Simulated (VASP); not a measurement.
Wanted: the native input for a VASP 6.6.1 run.

```yaml
Task: single point
Functional: PBEsol
Potentials_or_basis: VASP PAW PBE potentials, release 64 (Ta_pv)
Cutoff: 520 eV
k_mesh: 18 × 18 × 10
Occupations: gaussian, width 0.15 eV
Spin: no spin polarisation
Dipole_correction: no
Further_INCAR_settings: ALGO = Fast; EDIFF = 1e-06; NBANDS = 18
```

The structure of Ta lies in POSCAR:

```
Ta
1.0
    2.9003720726      0.0000000000      0.0000000000
   -1.4501860363      2.5117958953      0.0000000000
    0.0000000000      0.0000000000      4.9596230400
Ta
2
Direct
    0.6666666667      0.3333333333      0.7500000000
    0.3333333333      0.6666666667      0.2500000000
```

This cell differs from its parent crystal: strain -0.0400 x Voigt [0, 0, 1, 0, 0, 0].

One way to write it, as run:

INCAR

```
SYSTEM = Ta
  PREC = Accurate
  ENCUT = 520
  EDIFF = 1E-6
  ISMEAR = 0
  SIGMA = 0.15
  LREAL = .FALSE.
  LASPH = .TRUE.
  NELM = 60
  ALGO = Fast
  ISIF = 2
  LWAVE = .FALSE.
  LCHARG = .FALSE.
  GGA = PS
  NBANDS = 18
```

KPOINTS

```
Automatic mesh
0
G
  18 18 10
  0 0 0
```

Potentials or basis: VASP PAW PBE potentials, release 64 (Ta_pv).

Launch:

```console
$ cat potpaw_PBE.64/Ta_pv/POTCAR > POTCAR
$ mpirun -np 1 vasp_std > vasp.out
```

It gave:

- Pressure: 0.5 GPa
- Band gap on the k mesh: zero (band 11 reaches 7.31 eV, above the bottom of band 12 at 5.04 eV)

Caveat: the cell differs from its parent crystal (strain -0.0400 x Voigt [0, 0, 1, 0, 0, 0]); the PAW data sets were made with another functional, which shifts forces and pressure a little; spin-orbit coupling is left out, which moves the levels of the heavy elements.

It took 43 s on 1 thread of Intel(R) Xeon(R) 6975P-C (Granite Rapids), on a shared host, peak memory 0.25 GiB.
